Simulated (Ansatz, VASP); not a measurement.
**Two plane-wave programs on LiF**

```
CELL_PARAMETERS angstrom
3.08105 0.00000 0.00000
-1.54053 2.66827 0.00000
0.00000 0.00000 4.78523
ATOMIC_POSITIONS crystal
Li 0.33333 0.66667 0.38244
Li 0.66667 0.33333 0.88244
F 0.33333 0.66667 0.99256
F 0.66667 0.33333 0.49256
```

Alike in both runs: task single point; functional HSE06; k mesh 6 × 6 × 4; no spin polarisation.

|  | VASP | Ansatz |
| --- | --- | --- |
| version | VASP 6.6.1 | Ansatz 0.2.0 |
| potentials or method | VASP PAW PBE potentials, release 64 (Li_sv, F) | plane waves, PAW |
| plane-wave cutoff (eV) | 520 | 420 |
| occupations | gaussian, width 0.01 eV | fixed |
| valence electrons in the cell | 20 | 20 |

VASP gave:

| Quantity | Value |
| --- | --- |
| gap on the k mesh at the Fermi level (eV) | 10.00 |

Task: What did Ansatz give for the same quantities?

Result: gap on the k mesh at the Fermi level (eV): 10.03.

Ansatz's warnings: stress exchange threshold loose, stress scf threshold loose.

Noted on VASP's run: the cutoff is under 1.25 times that of the potentials, so the pressure is a little rough.
